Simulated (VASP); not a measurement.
# GaP (I-4m2) in VASP: notebook, part 2 of 2

VASP 6.6.1. Earlier steps stand in the parts before.

### Step 3. Electric field gradients, LDA (equal xx and yy strain of +1 %)

Contents of INCAR:

```
ALGO = Normal
EDIFF = 1E-8
ENCUT = 520
ISIF = 2
ISMEAR = -1
LASPH = T
LCHARG = F
LEFG = T
LREAL = F
LWAVE = F
NBANDS = 16
NELM = 80
PREC = Accurate
SIGMA = 0.05
```

Contents of KPOINTS:

```
k-points
0
Gamma
  10 10 10
```

Contents of POSCAR:

```
GaP
1.0
    0.0000000000      2.7525025000      2.7252500000
    2.7525025000      0.0000000000      2.7252500000
    2.7525025000      2.7525025000      0.0000000000
Ga P
1 1
Direct
    0.0000000000      0.0000000000      0.0000000000
    0.7500000000      0.7500000000      0.7500000000
```

Potentials or basis: VASP PAW LDA potentials, release 64 (Ga_d, P).

Started as:

```
> cat potpaw_LDA.64/Ga_d/POTCAR potpaw_LDA.64/P/POTCAR > POTCAR
> mpirun -np 1 vasp_std > vasp.out
```

OUTCAR:

```text
EDIFF = 1E-8
   ENCUT = 520
   ISIF = 2
   ISMEAR = -1
   LASPH = T
   LREAL = F
   NELM = 80
   PREC = Accurate

 ion  position               nearest neighbor table
   1  0.000  0.000  0.000-   2 2.38   2 2.38   2 2.38   2 2.38
   2  0.750  0.750  0.750-   1 2.38   1 2.38   1 2.38   1 2.38

  LATTYP: Found a body centered tetragonal cell.
 ALAT       =     3.8926263660
 C/A-ratio  =     1.4002114479

  Lattice vectors:

 A1 = (   0.0000000000,  -2.7525025000,  -2.7252500000)
 A2 = (   0.0000000000,   2.7525025000,  -2.7252500000)
 A3 = (   2.7525025000,   0.0000000000,   2.7252500000)

Analysis of symmetry for initial positions (statically):
=====================================================================
 Subroutine PRICEL returns:
 Original cell was already a primitive cell.

 Routine SETGRP: Setting up the symmetry group for a
 body centered tetragonal supercell.

 Subroutine GETGRP returns: Found  8 space group operations
 (whereof  8 operations were pure point group operations)
 out of a pool of 16 trial point group operations.

The static configuration has the point symmetry D_2d.

Analysis of symmetry for dynamics (positions and initial velocities):
=====================================================================
 Subroutine PRICEL returns:
 Original cell was already a primitive cell.

 Routine SETGRP: Setting up the symmetry group for a
 body centered tetragonal supercell.

 Subroutine GETGRP returns: Found  8 space group operations
 (whereof  8 operations were pure point group operations)
 out of a pool of 16 trial point group operations.

The dynamic configuration has the point symmetry D_2d.

 Subroutine INISYM returns: Found  8 space group operations
 (whereof  8 operations are pure point group operations),
 and found     1 'primitive' translations

----------------------------------------------------------------------------------------

                                     Primitive cell

  volume of cell :      41.2945

  direct lattice vectors                    reciprocal lattice vectors
     0.000000000  2.752502500  2.725250000    -0.181652878  0.181652878  0.183469406
     2.752502500  0.000000000  2.725250000     0.181652878 -0.181652878  0.183469406
     2.752502500  2.752502500  0.000000000     0.181652878  0.181652878 -0.183469406

  length of vectors
     3.873403875  3.873403875  3.892626366     0.315684271  0.315684271  0.315684271

  position of ions in fractional coordinates (direct lattice)
     0.000000000  0.000000000  0.000000000
     0.750000000  0.750000000  0.750000000

  ion indices of the primitive-cell ions
   primitive index   ion index
                 1           1
                 2           2

----------------------------------------------------------------------------------------

 KPOINTS: k-points

Automatic generation of k-mesh.
 Grid dimensions read from file:
 generate k-points for:   10   10   10

 Generating k-lattice:

  Cartesian coordinates                     Fractional coordinates (reciprocal lattice)
[... 70 lines left out ...]
   PSTRESS=    0.0 pullay stress
   NELECT =      18.0000    total number of electrons
   NUPDOWN=      -1.0000    fix difference up-down
   EMIN   =  10.00;   EMAX   =-10.00  energy-range for DOS
   EFERMI =   0.00;   METHOD = LEGACY
   ISMEAR =    -1;   SIGMA  =   0.05  broadening in eV -4-tet -1-fermi 0-gaus
   EFERMI_NEDOS =   21; number of points for ismear=-14 and -15
   IALGO  =     38    algorithm
   IMIX   =      4    mixing-type and parameters
     AMIX     =   0.40;   BMIX     =  1.00
     AMIX_MAG =   1.60;   BMIX_MAG =  1.00
  volume/ion in A,a.u.               =      20.65       139.33
  Fermi-wavevector in a.u.,A,eV,Ry     =   1.241276  2.345672 20.963400  1.540766
  Thomas-Fermi vector in A             =   2.375681
   LORBIT       =      0    0 simple, 1 ext, 2 COOP (PROOUT), +10 PAW based schemes
   GGA     = CA    functional components
   LHFCALC =     F    Hartree Fock is set to
   AEXX    =    0.0000 exact exchange contribution
   IVDW    =     0    specifies the selected vdW correction
   LEPSILON=     F    determine dielectric tensor
   LRPA    =     F    only Hartree local field effects (RPA)
 non-spin polarized calculation
  energy-cutoff  :      520.00
  volume of cell :       41.29
 maximum number of plane-waves:      1124
 NGX is ok and might be reduce to    30
   NGX = 15   NGY = 15   NGZ = 15

 number of electron      17.9999997 magnetization

 Free energy of the ion-electron system (eV)
  ---------------------------------------------------
  ext. energy  EPLUGINS =         0.00000000
  ---------------------------------------------------
  free energy    TOTEN  =       -10.42478290 eV

  energy without entropy =      -10.42478289  energy(sigma->0) =      -10.42478290

 E-fermi :   5.0051     XC(G=0): -10.0762

 val. band max:        4.3373919242   @ k =   0.0000   0.0000   0.0000
 cond. band min:       5.7275059817   @ k =   0.4000   0.4000   0.0000
 fundamental gap:      1.3901140575
 Fermi energy:         5.0050879823

 k-point     1 :       0.0000    0.0000    0.0000
  band No.  band energies     occupation
      1     -10.3702      2.00000
      2     -10.3702      2.00000
      3     -10.3675      2.00000
      4     -10.2777      2.00000
      5     -10.2764      2.00000
      6      -8.0602      2.00000
[... 433 lines left out ...]
      3     -10.3239      2.00000
      4     -10.3010      2.00000
      5     -10.2606      2.00000
      6      -6.1031      2.00000
[... 8 lines left out ...]
     15      16.0126      0.00000
     16      17.7708      0.00000

 [... further k-points ...]

------------------------ aborting loop because EDIFF is reached ----------------------------------------

  FORCE on cell =-STRESS in cart. coord.  units (eV):
  Direction    XX          YY          ZZ          XY          YZ          ZX
  --------------------------------------------------------------------------------------
  -------------------------------------------------------------------------------------
  Total       -1.1270659     -1.1270659     -0.9324086      0.0000000      0.0000000      0.0000000
  in kB      -43.7288556    -43.7288556    -36.1763750      0.0000000      0.0000000      0.0000000
  external PRESSURE =     -41.2113620 kB  Pullay stress =       0.0000000 kB

 VOLUME and BASIS-vectors are now :
 -----------------------------------------------------------------------------
  energy-cutoff  :      520.00
  volume of cell :       41.29
      direct lattice vectors                 reciprocal lattice vectors
     0.000000000  2.752502500  2.725250000    -0.181652878  0.181652878  0.183469406
     2.752502500  0.000000000  2.725250000     0.181652878 -0.181652878  0.183469406
     2.752502500  2.752502500  0.000000000     0.181652878  0.181652878 -0.183469406

 POSITION                                       TOTAL-FORCE (eV/Angst)
 -----------------------------------------------------------------------------------
      0.00000      0.00000      0.00000         0.000000      0.000000     -0.000000
      4.12875      4.12875      4.08788         0.000000     -0.000000      0.000000
 -----------------------------------------------------------------------------------
    total drift:                                0.000000      0.000000     -0.000001

  FREE ENERGIE OF THE ION-ELECTRON SYSTEM (eV)
  ---------------------------------------------------
  free  energy   TOTEN  =       -10.4247829036 eV

  energy  without entropy=      -10.4247828918  energy(sigma->0) =      -10.42478290

 Electric field gradients (V/A^2)
---------------------------------------------------------------------
 ion       V_xx      V_yy      V_zz      V_xy      V_xz      V_yz
---------------------------------------------------------------------
   1      -0.868    -0.868     1.737    -0.002    -0.002    -0.002
   2       0.580     0.580    -1.161    -0.000    -0.000    -0.000
---------------------------------------------------------------------

 Electric field gradients after diagonalization (V/A^2)
 (convention: |V_zz| > |V_xx| > |V_yy|)
----------------------------------------------------------------------
 ion       V_xx      V_yy      V_zz     asymmetry (V_yy - V_xx)/ V_zz
----------------------------------------------------------------------
   1      -0.870    -0.867     1.737       0.002
   2       0.581     0.580    -1.161       0.000
----------------------------------------------------------------------

           NMR quadrupolar parameters

 Cq : quadrupolar parameter    Cq=e*Q*V_zz/h
 eta: asymmetry parameters     (V_yy - V_xx)/ V_zz
 Q  : nuclear electric quadrupole moment in mb (millibarn)
----------------------------------------------------------------------
 ion       Cq(MHz)       eta       Q (mb)
----------------------------------------------------------------------
   1       0.004       0.002       1.000
   2      -0.003       0.000       1.000
----------------------------------------------------------------------
```

OSZICAR:

```text
N       E                     dE             d eps       ncg     rms          rms(c)
DAV:   1     0.808058239993E+02    0.80806E+02   -0.90247E+03  3368   0.161E+03
DAV:   2    -0.411022068061E+01   -0.84916E+02   -0.80612E+02  3704   0.313E+02
DAV:   3    -0.106249387579E+02   -0.65147E+01   -0.64918E+01  4088   0.668E+01
DAV:   4    -0.107326844795E+02   -0.10775E+00   -0.10772E+00  4080   0.928E+00
DAV:   5    -0.107348405668E+02   -0.21561E-02   -0.21560E-02  4240   0.118E+00    0.421E+00
DAV:   6    -0.104742961093E+02    0.26054E+00   -0.35670E-01  5096   0.996E+00    0.269E+00
DAV:   7    -0.104296311839E+02    0.44665E-01   -0.78343E-02  4480   0.191E+00    0.102E+00
DAV:   8    -0.104248010861E+02    0.48301E-02   -0.10861E-02  3784   0.114E+00    0.171E-01
DAV:   9    -0.104247733479E+02    0.27738E-04   -0.97135E-04  4872   0.411E-01    0.651E-02
DAV:  10    -0.104247766951E+02   -0.33472E-05   -0.50543E-05  4616   0.757E-02    0.291E-02
DAV:  11    -0.104247831655E+02   -0.64704E-05   -0.90095E-06  4224   0.450E-02    0.724E-03
DAV:  12    -0.104247829392E+02    0.22635E-06   -0.55304E-07  3976   0.730E-03    0.509E-03
DAV:  13    -0.104247829036E+02    0.35526E-07   -0.22708E-07  4376   0.445E-03    0.837E-04
DAV:  14    -0.104247829036E+02   -0.15461E-10   -0.91112E-09  2768   0.107E-03
   1 F= -.10424783E+02 E0= -.10424783E+02  d E =-.118022E-07
```

Run time: 2 min. Hardware: 1 thread of Intel Xeon 8259CL, shared host; peak memory 0.19 GiB.

Results:

| Item | Value |
| --- | --- |
| Free energy | -10.4248 eV |
| Pressure | -4.1 GPa |
| Band gap on the k mesh | 1.39 eV (least direct gap 1.44 eV) |
| Largest electric field gradient by atom | Ga +1.7; P -1.2 V/Å² |

Electric field gradients, principal values (V/Å²):
| atom | least | middle | greatest (by size) |
| --- | --- | --- | --- |
| 1 Ga | -0.867 | -0.870 | 1.737 |
| 2 P | 0.580 | 0.581 | -1.161 |

Caveat: the cell differs from its parent crystal (equal xx and yy strain of +1 %); the cell stands under tension; without QUAD_EFG the Cq values of the log hold for a quadrupole moment of 1 mb, not for the nuclei. A k mesh can miss the band edges.
